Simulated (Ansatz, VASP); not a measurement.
## Ba: VASP beside Ansatz

```
Ba
1.0
    -2.53679    2.53679    2.53679
     2.53679   -2.53679    2.53679
     2.53679    2.53679   -2.53679
Ba
1
Direct
  0.00000 0.00000 0.00000
```

Alike in both runs: task single point; functional r2SCAN; k mesh 9 × 9 × 9; occupations gaussian, width 0.6 eV; no spin polarisation.

|  | VASP | Ansatz |
| --- | --- | --- |
| version | VASP 6.6.1 | Ansatz 0.2.0 |
| potentials or method | VASP PAW PBE potentials, release 64 (Ba_sv), cutoff 520 eV | plane waves (500 eV) with PAW, scalar-relativistic |
| valence electrons in the cell | 10 | 10 |

|  | VASP | Ansatz | Ansatz less VASP |
| --- | --- | --- | --- |
| pressure (GPa) | 0.2 | 0.2 | -0.05 |

VASP's potentials were made for PBE, not for r2SCAN.

Neither program's run includes spin-orbit coupling.
